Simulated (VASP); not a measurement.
# Fe (Im-3m) in VASP: further runs, part 2 of 2

VASP 6.6.1. The steps go on from the part before.

## Step 3: Single point, PBE, collinear spin, ferromagnetic start

File INCAR:

```
ALGO = Fast ; EDIFF = 1E-6
ENCUT = 520 ; GGA = PE
ISIF = 2 ; ISMEAR = 0
ISPIN = 2 ; LASPH = True
LCHARG = False ; LMAXMIX = 4
LORBIT = 11 ; LREAL = False
LWAVE = False ; MAGMOM = 3
NBANDS = 14 ; NELM = 150
PREC = Accurate ; SIGMA = 0.022
```

File KPOINTS:

```
k-points
0
Gamma
  13 13 13
```

File POSCAR:

```
Fe
1.0
   -1.4430000000      1.4430000000      1.4430000000
    1.4430000000     -1.4430000000      1.4430000000
    1.4430000000      1.4430000000     -1.4430000000
Fe
1
Direct
    0.0000000000      0.0000000000      0.0000000000
```

Potentials or basis: VASP PAW PBE potentials, release 64 (Fe).

Command:

```
$ cat potpaw_PBE.64/Fe/POTCAR > POTCAR
$ mpirun -np 1 vasp_std > vasp.out
```

OUTCAR:

```text
EDIFF = 1E-6
   ENCUT = 520
   GGA = PE
   ISIF = 2
   ISMEAR = 0
   ISPIN = 2
   LASPH = True
   LORBIT = 11
   LREAL = False
   NELM = 150
   PREC = Accurate

 ion  position               nearest neighbor table
   1  0.000  0.000  0.000-

  LATTYP: Found a body centered cubic cell.
 ALAT       =     2.8860000000

  Lattice vectors:

 A1 = (  -1.4430000000,   1.4430000000,   1.4430000000)
 A2 = (   1.4430000000,  -1.4430000000,   1.4430000000)
 A3 = (   1.4430000000,   1.4430000000,  -1.4430000000)

Analysis of symmetry for initial positions (statically):
=====================================================================
 Subroutine PRICEL returns:
 Original cell was already a primitive cell.

 Routine SETGRP: Setting up the symmetry group for a
 body centered cubic supercell.

 Subroutine GETGRP returns: Found 48 space group operations
 (whereof 48 operations were pure point group operations)
 out of a pool of 48 trial point group operations.

The static configuration has the point symmetry O_h .

Analysis of symmetry for dynamics (positions and initial velocities):
[... 607 lines left out ...]
     13      37.7046      0.00000
     14      37.7047      0.00000
[... 379 lines left out ...]
      3       4.3264      1.00000
      4       6.7869      0.00000
      5       7.0855      0.00000
      6       7.3618      0.00000
      7      18.8594      0.00000
      8      22.5373      0.00000
      9      24.4793      0.00000
     10      31.3040      0.00000
     11      35.5518      0.00000
     12      37.5183      0.00000
     13      39.4019      0.00000
     14      42.8437      0.00000

 [... further k-points ...]

------------------------ aborting loop because EDIFF is reached ----------------------------------------

  FORCE on cell =-STRESS in cart. coord.  units (eV):
  Direction    XX          YY          ZZ          XY          YZ          ZX
  --------------------------------------------------------------------------------------
  -------------------------------------------------------------------------------------
  Total       -0.7118890     -0.7118890     -0.7118890      0.0000000     -0.0000000     -0.0000000
  in kB      -94.8994869    -94.8994869    -94.8994869      0.0000000     -0.0000000     -0.0000000
  external PRESSURE =     -94.8994869 kB  Pullay stress =       0.0000000 kB

 VOLUME and BASIS-vectors are now :
 -----------------------------------------------------------------------------
  energy-cutoff  :      520.00
  volume of cell :       12.02
      direct lattice vectors                 reciprocal lattice vectors
    -1.443000000  1.443000000  1.443000000     0.000000000  0.346500347  0.346500347
     1.443000000 -1.443000000  1.443000000     0.346500347  0.000000000  0.346500347
     1.443000000  1.443000000 -1.443000000     0.346500347  0.346500347  0.000000000

 POSITION                                       TOTAL-FORCE (eV/Angst)
 -----------------------------------------------------------------------------------
      0.00000      0.00000      0.00000         0.000000      0.000000     -0.000000
 -----------------------------------------------------------------------------------
    total drift:                                0.000000      0.000000      0.000000

  FREE ENERGIE OF THE ION-ELECTRON SYSTEM (eV)
  ---------------------------------------------------
  free  energy   TOTEN  =        -8.2162767649 eV

  energy  without entropy=       -8.2158994005  energy(sigma->0) =       -8.21608808

 total charge

# of ion       s       p       d       tot
------------------------------------------
    1        0.464   0.494   6.199   7.157

 magnetization (x)

# of ion       s       p       d       tot
------------------------------------------
    1       -0.014  -0.060   2.365   2.291
```

stdout:

```text
POSCAR found type information on POSCAR Fe
 POSCAR found :  1 types and       1 ions
 scaLAPACK will be used
 LDA part: xc-table for (Slater+PW92), standard interpolation
 POSCAR, INCAR and KPOINTS ok, starting setup
 FFT: planning ... GRIDC
 FFT: planning ... GRID_SOFT
 FFT: planning ... GRID
 WAVECAR not read
 entering main loop
WARNING in EDDRMM: call to ZHEGV failed, returncode =   8  4     12
WARNING in EDDRMM: call to ZHEGV failed, returncode =   8  4     13
WARNING in EDDRMM: call to ZHEGV failed, returncode =   8  4     13
```

It took 20 s on 1 thread of Intel Xeon Platinum 8488C (Sapphire Rapids), shared host; peak memory 0.14 GiB.

Results:

```
Free energy                                           : -8.2163 eV
Pressure                                              : -9.5 GPa
Net moment                                            : 2.28 μB per cell
Site moments                                          : Fe +2.29 μB
Valence electrons inside the program's atomic spheres : Fe 7.16
```

## Step 4: Relaxation of cell and atoms, BLYP, collinear spin, ferromagnetic start

File INCAR:

```
SYSTEM = Fe
  AGGAC = 1.0
  AGGAX = 1.0
  ALDAC = 0.0
  ALDAX = 1.0
  ALGO = Normal
  EDIFF = 1E-6
  EDIFFG = -0.02
  ENCUT = 600
  GGA = B5
  IBRION = 2
  ISIF = 3
  ISMEAR = -1
  ISPIN = 2
  LASPH = .True.
  LCHARG = .False.
  LMAXMIX = 4
  LORBIT = 11
  LREAL = .False.
  LWAVE = .False.
  MAGMOM = 3
  NELM = 150
  NSW = 80
  PREC = Accurate
  SIGMA = 0.05
```

File KPOINTS:

```
k-points
0
Gamma
  13 13 13
  0 0 0
```

POSCAR is that of step 3.

Command:

```
$ cat potpaw_PBE.64/Fe/POTCAR > POTCAR
$ mpirun -np 1 vasp_std > vasp.out
```

Run time: 48 s. Hardware: 1 thread of Intel Xeon Platinum 8488C (Sapphire Rapids), shared host; peak memory 0.14 GiB.

Results (log left out):

```
Free energy                                           : -7.1801 eV
Relaxed volume                                        : 11.84 Å³/atom
Relaxed cell                                          : a = 2.487 Å, b = 2.487 Å, c = 2.487 Å, α = 109.47°, β = 109.47°, γ = 109.47°
Space group after relaxing (to 0.05 Å)                : Im-3m (No. 229)
Energy gained by relaxing                             : 1.3 meV/atom
Ionic steps                                           : 3
Pressure after relaxing                               : 0.0 GPa
Net moment                                            : 2.18 μB per cell
Site moments                                          : Fe +2.18 μB
Valence electrons inside the program's atomic spheres : Fe 7.23
```

The path:
| step | energy change (eV) | largest force (eV/Å) | pressure (GPa) | volume (Å³) |
| --- | --- | --- | --- | --- |
| 1 | 0.0000 | 0.0000 | -2.15 | 12.02 |
| 2 | -0.0009 | 0.0000 | 1.09 | 11.74 |
| 3 | -0.0013 | 0.0000 | -0.01 | 11.84 |

Final structure:
```xyz
1
Lattice="-1.4357 1.4357 1.4357 1.4357 -1.4357 1.4357 1.4357 1.4357 -1.4357" Properties=species:S:1:pos:R:3 pbc="T T T"
Fe    0.0000    0.0000    0.0000
```

Levels at points of the mesh, in eV from the Fermi level:
Spin up:
```csv
k point,band 3,band 4,band 5,band 6,band 7,band 8
"(0.00, 0.00, 0.00)",-2.20,-2.20,-1.06,-1.06,24.92,24.92
```
Spin down:
```
           k point  band 1  band 2  band 3  band 4  band 5  band 6  band 7
(0.00, 0.00, 0.00)   -7.87   -0.39   -0.39   -0.39    1.61    1.61   24.69
```

Caveat: the PAW data sets were made with another functional, which shifts forces and pressure a little.

## Step 5: Summary

| task | level | cell | cutoff (eV) | smearing | gap on the mesh (eV) | pressure (GPa) | moment (μB) |
| --- | --- | --- | --- | --- | --- | --- | --- |
| single point | PBE | as given | 520 | gaussian 0.018 eV | none | -9.5 | 2.28 |
| single point | PBE | as given | 520 | gaussian 0.022 eV | none | -9.5 | 2.28 |
| relaxation of cell and atoms | BLYP | relaxed | 600 | fermi-dirac 0.05 eV | none | 0.0 | 2.18 |

Alike in all rows: potentials or basis VASP PAW PBE potentials, release 64 (Fe); spin collinear, ferromagnetic start; k mesh 13 × 13 × 13.

Caveats: the PAW data sets were made with another functional, which shifts forces and pressure a little (some runs).

Absolute energies hang on the potentials; compare differences alone.
